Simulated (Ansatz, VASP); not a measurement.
# Two plane-wave programs on MgI2

```
CELL_PARAMETERS angstrom
3.96571 0.00000 0.00000
-1.98285 3.43440 0.00000
0.00000 0.00000 6.50522
ATOMIC_POSITIONS crystal
Mg 0.00000 0.00000 0.00000
I 0.33333 0.66667 0.77478
I 0.66667 0.33333 0.22522
```

Alike in both runs: task single point; functional LDA; k mesh 6 × 6 × 4; occupations gaussian, width 0.05 eV; no spin polarisation.

```csv
,VASP,Ansatz
version,VASP 6.6.1,Ansatz 0.2.0
potentials or method,"VASP PAW LDA potentials, release 64 (Mg, I), cutoff 520 eV","scalar-relativistic, plane waves, PAW"
valence electrons in the cell,16,44
```

|  | VASP | Ansatz | Ansatz less VASP |
| --- | --- | --- | --- |
| gap on the k mesh at the Fermi level (eV) | 3.19 | 3.22 | +0.026 |
| least direct gap on the mesh (eV) | 3.98 | 4.00 | +0.023 |
| pressure (GPa) | 7.2 | 7.2 | +0.06 |
| traceless stress, the component that is largest in VASP (GPa) | 0.96 | 0.93 | -0.031 |
| rms of the force components (eV/Å) | 0.759 | 0.757 | -0.0018 |

LDA's correlation is that of Perdew and Zunger in VASP and of Perdew and Wang (1992) in Ansatz. Atom by atom the forces differ by 0.002 eV/Å (rms over components). VASP's potentials hold 16 valence electrons a cell and Ansatz's 44, so a difference there can come from the potentials and not from the codes.

Spin-orbit coupling is off throughout.
